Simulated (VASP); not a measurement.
# AlFe: single point with LDA

AlFe:

```
CELL_PARAMETERS angstrom
2.85060 0.00000 0.00000
0.00000 2.85060 0.00000
0.00000 0.00000 2.85060
ATOMIC_POSITIONS crystal
Fe 0.50000 0.50000 0.50000
Al 0.00000 0.00000 0.00000
```

```yaml
Program: VASP 6.6.1
Task: single point
Functional: LDA
Potentials_or_basis: VASP PAW LDA potentials, release 64 (Fe, Al)
Cutoff: 520 eV
k_mesh: 9 × 9 × 9
Occupations: fermi-dirac, width 0.05 eV
Spin: collinear spin, ferromagnetic start
Starting_moments: "[3.0, 0.0] μB"
```

```yaml
Pressure: -7.0 GPa
Net_moment: 0.47 μB per cell
Site_moments: Fe +0.50; Al -0.01 μB
Valence_electrons_inside_the_program's_atomic_spheres: Fe 7.50; Al 0.86
```

Levels at points of the mesh, in eV from the Fermi level:
Spin up:
| k point | band 4 | band 5 | band 6 | band 7 | band 8 | band 9 |
| --- | --- | --- | --- | --- | --- | --- |
| (0.00, 0.00, 0.00) | -0.10 | -0.10 | -0.10 | 6.56 | 6.56 | 6.56 |
Spin down:
```tsv
k point	band 1	band 2	band 3	band 4	band 5	band 6	band 7	band 8	band 9	band 10
(0.00, 0.00, 0.00)	-10.39	-2.23	-2.23	0.40	0.40	0.40	6.59	6.59	6.59	9.69
```

Wall time 13 s on 1 thread of Intel Xeon 6975P-C (shared host), peak memory 0.14 GiB.
